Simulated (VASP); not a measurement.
A run of VASP 6.6.1 is set up as follows.

File INCAR:

```
ALGO     = Normal         # electronic algorithm
EDIFF    = 1E-6           # SCF threshold, eV
ENCUT    = 520            # plane-wave cutoff, eV
GGA      = CA             # functional
GGA_COMPAT= F            
ISIF     = 2              # what is computed and relaxed
ISMEAR   = 0              # smearing method
LASPH    = T              # aspherical terms in the spheres
LCHARG   = T              # write CHGCAR
LELF     = T              # ELF
LREAL    = F              # projectors in reciprocal space
LVHAR    = T            
LWAVE    = F              # write WAVECAR
NBANDS   = 94             # bands
NELM     = 120            # most SCF steps
NELMDL   = -8           
PREC     = Accurate       # precision mode
SIGMA    = 0.01           # smearing width, eV
```

Contents of KPOINTS:

```
k-points
0
Gamma
  4 4 1
```

The input POSCAR:

```
ReS2
1.0
    6.2971963801     -0.0070283613      0.0000000000
    3.0861475235      5.6045564958      0.0000000000
    0.0000000000      0.0000000000     23.0000000000
Re S
8 16
Direct
    0.2599904782      0.1783559710      0.3667337334
    0.3826988648      0.5526752851      0.3713786455
    0.8333221830      0.1513039227      0.3684421521
    0.8093674379      0.5800343029      0.3696175270
    0.1507354212      0.9124524917      0.6286213532
    0.2734437856      1.2867717726      0.6332662737
    0.7240668626      0.8850935216      0.6303824717
    0.7001120974      1.3138239118      0.6315578539
    1.0052004520      0.7696332336      0.3180424199
    0.4662931705      0.8010612393      0.3108220727
    0.1762280023      0.9298382093      0.4271518748
    0.1370542918      0.4711060729      0.4368304296
    0.6375698539      0.9617836557      0.4198731829
    0.9661378498      0.3073654618      0.2936716259
    0.6762406681      0.4247612645      0.4445144593
    0.5055827070      0.2601706144      0.3013828182
    0.8958644320      1.5033442110      0.5801268338
    0.3572062609      1.5352896456      0.5728481243
    0.0671411743      1.6640665955      0.6891779128
    0.0278514869      1.2049572591      0.6986171896
    0.5282338402      1.6954946388      0.6819576030
    0.8571936129      1.0403667117      0.5554855204
    0.5672964499      1.1577624330      0.7063283607
    0.3963799992      0.9940218062      0.5631695612
```

Potentials or basis: VASP PAW LDA potentials, release 64 (Re, S).

Launch:

```sh
$ cat potpaw_LDA.64/Re/POTCAR potpaw_LDA.64/S/POTCAR > POTCAR
$ mpirun -np 1 vasp_std > vasp.out
```

Task: Predict the band gap on the k mesh.

Result: 1.36 eV.

Task: What does it give for the largest force?

Result: 0.166 eV/Å.

Forces on the atoms (eV/Å):
```
Re   0.022 -0.021 -0.016
Re  -0.021  0.021  0.016
Re  -0.013 -0.042 -0.009
Re   0.013  0.043  0.009
Re   0.021 -0.021 -0.016
Re  -0.022  0.021  0.016
Re  -0.013 -0.043 -0.009
Re   0.013  0.042  0.009
S    0.006  0.010 -0.069
S   -0.005  0.046 -0.090
S    0.005 -0.046  0.091
S    0.002  0.034  0.129
S   -0.006 -0.010  0.070
S    0.001  0.000 -0.166
S   -0.001  0.000  0.164
S   -0.002 -0.034 -0.130
S    0.006  0.010 -0.070
S   -0.005  0.046 -0.091
S    0.005 -0.046  0.090
S    0.002  0.034  0.130
S   -0.006 -0.010  0.069
S    0.001  0.000 -0.164
S   -0.001  0.000  0.166
S   -0.002 -0.034 -0.129
```

Caveat: spin-orbit coupling is left out, which moves the levels of the heavy elements.
